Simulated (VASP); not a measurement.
Wanted: the native input for a VASP 6.6.1 run.

- Task: single point
- Functional: PBE-based global hybrid with 10 % exact exchange
- Potentials or basis: VASP PAW PBE potentials, release 64 (Pt, P)
- Cutoff: 520 eV
- k mesh: 5 × 5 × 3
- Occupations: fermi-dirac, width 0.05 eV
- Spin: no spin polarisation
- Dipole correction: no
- Grid for exact exchange (PRECFOCK): Normal
- Share of exact exchange: 0.1
- Further INCAR settings: ALGO = Normal; EDIFF = 1e-06; NBANDS = 23

PPt:

```
Pt P
1.0
     3.74303    0.00000    0.00000
    -1.87151    3.24156    0.00000
     0.00000    0.00000    6.35374
Pt P
2 2
Direct
  0.33333 0.66667 0.37190
  0.66667 0.33333 0.87190
  0.33333 0.66667 0.00310
  0.66667 0.33333 0.50310
```

One way to write it, as run:

POSCAR

```
PPt
1.0
    3.7430278549      0.0000000000      0.0000000000
   -1.8715139275      3.2415572094      0.0000000000
    0.0000000000      0.0000000000      6.3537430000
Pt P
2 2
Direct
    0.3333333333      0.6666666667      0.3718990000
    0.6666666667      0.3333333333      0.8718990000
    0.3333333333      0.6666666667      0.0031030000
    0.6666666667      0.3333333333      0.5031030000
```

INCAR.step1

```
  PREC = Accurate
  ENCUT = 520
  EDIFF = 1E-5
  ISMEAR = -1
  SIGMA = 0.05
  LREAL = False
  LASPH = True
  NELM = 80
  ALGO = Normal
  ISIF = 2
  LWAVE = True
  GGA = PE
  NBANDS = 23
```

INCAR.step2

```
  PREC = Accurate
  ENCUT = 520
  EDIFF = 1E-6
  ISMEAR = -1
  SIGMA = 0.05
  LREAL = False
  LASPH = True
  NELM = 80
  ALGO = Normal
  ISIF = 2
  LWAVE = False
  LCHARG = True
  GGA = PE
  LHFCALC = True
  AEXX = 0.1
  PRECFOCK = Normal
  LELF = True
  LVHAR = True
  ISTART = 1
  NBANDS = 23
```

KPOINTS

```
regular mesh
0
Gamma
  5 5 3
```

Potentials or basis: VASP PAW PBE potentials, release 64 (Pt, P).

Command:

```sh
$ cat potpaw_PBE.64/Pt/POTCAR potpaw_PBE.64/P/POTCAR > POTCAR
$ cp INCAR.step1 INCAR
$ mpirun -np 1 vasp_std > vasp.out
$ cp INCAR.step2 INCAR
$ mpirun -np 1 vasp_std > vasp.out
```

Results of the run:

```yaml
Pressure: -2.2 GPa
Largest_force: 0.017 eV/Å
Band_gap_on_the_k_mesh: zero (bands 15 and 16 overlap by 3.50 eV)
```

Caveat: the k points lie up to 0.39 Å⁻¹ apart, too coarse for converged energies and pressures of a metal; the PAW data sets were made with another functional, which shifts forces and pressure a little; spin-orbit coupling is left out, which moves the levels of the heavy elements.

It took 76 min on 1 thread of Intel Xeon 8259CL (shared host), peak memory 0.19 GiB.
